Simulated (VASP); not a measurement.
A run of VASP 6.6.1 is set up as follows.

Contents of INCAR:

```
PREC     = Accurate       # precision mode
ENCUT    = 500            # plane-wave cutoff, eV
EDIFF    = 1E-6           # SCF threshold, eV
ISMEAR   = 0              # smearing method
SIGMA    = 0.02           # smearing width, eV
LREAL    = False          # projectors in reciprocal space
LASPH    = True           # aspherical terms in the spheres
NELM     = 120            # most SCF steps
ALGO     = Normal         # electronic algorithm
ISIF     = 2              # what is computed and relaxed
LWAVE    = False          # write WAVECAR
LCHARG   = True           # write CHGCAR
GGA      = RP             # functional
LELF     = True           # ELF
LVHAR    = True         
NBANDS   = 15             # bands
GGA_COMPAT= False
```

Contents of KPOINTS:

```
regular mesh
0
Gamma
  6 6 6
```

Contents of POSCAR:

```
RbBr
1.0
    0.0000000000      3.6219398004      3.6219398004
    3.6219398004      0.0000000000      3.6219398004
    3.6219398004      3.6219398004      0.0000000000
Rb Br
1 1
Direct
    0.0000000000      0.0000000000      0.0000000000
    0.5000000000      0.5000000000      0.5000000000
```

Potentials or basis: VASP PAW PBE potentials, release 64 (Rb_sv, Br).

Launch:

```bash
$ cat potpaw_PBE.64/Rb_sv/POTCAR potpaw_PBE.64/Br/POTCAR > POTCAR
$ mpirun -np 1 vasp_std > vasp.out
```

(1) Predict the pressure.

(2) Estimate the band gap on the k mesh.

## Answers

(1) 0.0 GPa.

(2) 4.27 eV.

Caveat: the PAW data sets were made with another functional, which shifts forces and pressure a little.
